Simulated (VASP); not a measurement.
Wanted: the native input for a VASP 6.6.1 run.

```yaml
Task: electric field gradients
Functional: r2SCAN
Potentials_or_basis: VASP PAW PBE potentials, release 64 (Y_sv)
Cutoff: 520 eV
k_mesh: 12 × 12 × 7
Occupations: fermi-dirac, width 0.08 eV
Spin: no spin polarisation
Dipole_correction: no
Further_INCAR_settings: ALGO = Normal; EDIFF = 1e-08; NBANDS = 18
```

Crystal: Y.

```xyz
2
Lattice="3.6515 0.0000 0.0000 -1.8257 3.1623 0.0000 0.0000 0.0000 5.7474" Properties=species:S:1:pos:R:3 pbc="T T T"
Y     0.0000    2.1082    1.4368
Y     1.8257    1.0541    4.3106
```

The input as run:

POSCAR

```
Y
1.0
    3.6514992371      0.0000000000      0.0000000000
   -1.8257496185      3.1622911012      0.0000000000
    0.0000000000      0.0000000000      5.7474000000
Y
2
Direct
    0.3333333333      0.6666666667      0.2500000000
    0.6666666667      0.3333333333      0.7500000000
```

INCAR.step1

```
SYSTEM = Y
ALGO     = Normal         ! electronic algorithm
EDIFF    = 1E-4           ! SCF threshold, eV
ENCUT    = 520            ! plane-wave cutoff, eV
GGA      = PE             ! functional
ISMEAR   = -1             ! smearing method
LASPH    = .TRUE.         ! aspherical terms in the spheres
LCHARG   = .FALSE.        ! write CHGCAR
LREAL    = .FALSE.        ! projectors in reciprocal space
LWAVE    = .TRUE.         ! write WAVECAR
NBANDS   = 18             ! bands
NELM     = 80             ! most SCF steps
PREC     = Accurate       ! precision mode
SIGMA    = 0.08           ! smearing width, eV
```

INCAR.step2

```
SYSTEM = Y
ALGO     = Normal         ! electronic algorithm
EDIFF    = 1E-8           ! SCF threshold, eV
ENCUT    = 520            ! plane-wave cutoff, eV
ISIF     = 2              ! what is computed and relaxed
ISMEAR   = -1             ! smearing method
ISTART   = 1            
LASPH    = .TRUE.         ! aspherical terms in the spheres
LCHARG   = .FALSE.        ! write CHGCAR
LEFG     = .TRUE.       
LMIXTAU  = .TRUE.       
LREAL    = .FALSE.        ! projectors in reciprocal space
LWAVE    = .FALSE.        ! write WAVECAR
METAGGA  = R2SCAN         ! meta-GGA
NBANDS   = 18             ! bands
NELM     = 80             ! most SCF steps
PREC     = Accurate       ! precision mode
SIGMA    = 0.08           ! smearing width, eV
```

KPOINTS

```
k-points
0
G
  12 12 7
  0 0 0
```

Potentials or basis: VASP PAW PBE potentials, release 64 (Y_sv).

The run is started by

```bash
$ cat potpaw_PBE.64/Y_sv/POTCAR > POTCAR
$ cp INCAR.step1 INCAR
$ mpirun -np 1 vasp_std > vasp.out
$ cp INCAR.step2 INCAR
$ mpirun -np 1 vasp_std > vasp.out
```

Results of the run:

```yaml
Pressure: 0.5 GPa
Band_gap_on_the_k_mesh: zero (band 11 reaches 3.83 eV, above the bottom of band 12 at 2.45 eV)
```

Caveat: without QUAD_EFG the Cq values of the log hold for a quadrupole moment of 1 mb, not for the nuclei; the PAW data sets were made with another functional, which shifts forces and pressure a little.

Run time: 12 min on 1 thread of Oxide Virtual Turin-like Processor, with other jobs on the host, peak memory 0.22 GiB.
